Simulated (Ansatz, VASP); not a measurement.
**Two plane-wave programs on Na**

File INCAR:

```
PREC = Accurate
ENCUT = 520
EDIFF = 1E-6
ISMEAR = -1
SIGMA = 0.05
LREAL = F
LASPH = T
NELM = 60
ALGO = Normal
ISIF = 2
LWAVE = F
LCHARG = T
GGA = CA
LELF = T
LVHAR = T
NBANDS = 14
```

Contents of KPOINTS:

```
Automatic mesh
0
Gamma
  8 8 5
```

File POSCAR:

```
Na
1.0
    3.6901008715      0.0000000000      0.0000000000
   -1.8450504358      3.1957210973      0.0000000000
    0.0000000000      0.0000000000      6.0283729130
Na
2
Direct
    0.6666666667      0.3333333333      0.7500000000
    0.3333333333      0.6666666667      0.2500000000
```

Contents of input.yaml:

```yaml
crystal:
  lattice:
    - [3.6901008715, 0.0, 0.0]
    - [-1.8450504358, 3.1957210973, 0.0]
    - [0.0, 0.0, 6.028372913]
  atoms:
    - { symbol: Na, position: [0.6666666667, 0.3333333333, 0.75] }
    - { symbol: Na, position: [0.3333333333, 0.6666666667, 0.25] }
hamiltonian:
  xc: lda
  pseudopotentials: { kind: paw }
kpoints:
  mp_grid: { grid: [8, 8, 5] }
scf:
  occupations: { method: fermi_dirac, width: 0.05 }
output:
  forces: true
  stress: true
  eigenvalues: true
```

Alike in both runs: task single point; functional LDA; k mesh 8 × 8 × 5; occupations fermi-dirac, width 0.05 eV; no spin polarisation.

|  | VASP | Ansatz |
| --- | --- | --- |
| version | VASP 6.6.1 | Ansatz 0.2.0 |
| potentials or method | VASP PAW LDA potentials, release 64 (Na_pv) | Ansatz PAW |
| plane-wave cutoff (eV) | 520 | 420 |
| valence electrons in the cell | 14 | 18 |

|  | VASP | Ansatz | Ansatz less VASP |
| --- | --- | --- | --- |
| gap on the k mesh at the Fermi level (eV) | none | none | - |
| pressure (GPa) | -0.5 | -0.5 | -0.03 |
| traceless stress, the component that is largest in VASP (GPa) | -0.18 | -0.18 | -0.001 |

LDA's correlation is that of Perdew and Zunger in VASP and of Perdew and Wang (1992) in Ansatz. A gap of «none» marks a metal or a gap that the smearing closes. VASP's potentials hold 14 valence electrons a cell and Ansatz's 18, so a difference there can come from the potentials and not from the codes.
